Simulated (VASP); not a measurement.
A run of VASP 6.6.1:

The input INCAR:

```
  ALGO = Normal
  EDIFF = 1E-6
  ENCUT = 520
  GGA = PE
  ISIF = 2
  ISMEAR = 0
  LASPH = T
  LCHARG = F
  LREAL = F
  LWAVE = F
  NBANDS = 28
  NELM = 60
  PREC = Accurate
  SIGMA = 0.1
```

Contents of KPOINTS:

```
k-points
0
Gamma
  8 8 8
```

File POSCAR:

```
GaSi3S2
1.0
    3.3991659255     -4.1027910008      0.0000000000
    3.3991659255      4.1027910008      0.0000000000
    0.0000000000      0.0000000000      4.0344711838
Ga Si S
1 3 2
Direct
    0.5000000000      0.5000000000      0.5000000000
    0.0000000000      0.0000000000      0.5000000000
    0.0000000000      0.5000000000      0.5000000000
    0.5000000000      0.0000000000      0.5000000000
    0.7820564384      0.2179435616      0.0000000000
    0.2179435616      0.7820564384      0.0000000000
```

Potentials or basis: VASP PAW PBE potentials, release 64 (Ga_d, Si, S).

Launch:

```sh
$ cat potpaw_PBE.64/Ga_d/POTCAR potpaw_PBE.64/Si/POTCAR potpaw_PBE.64/S/POTCAR > POTCAR
$ mpirun -np 1 vasp_std > vasp.out
```

Hardware: 1 thread of Intel Xeon 8259CL, on a shared host.

Q: How long does it take, and how much memory?

A: Run time: 6.6 min on 1 thread of Intel Xeon 8259CL, on a shared host, peak memory 0.42 GiB. Counts: scf iterations 14, k points 105.
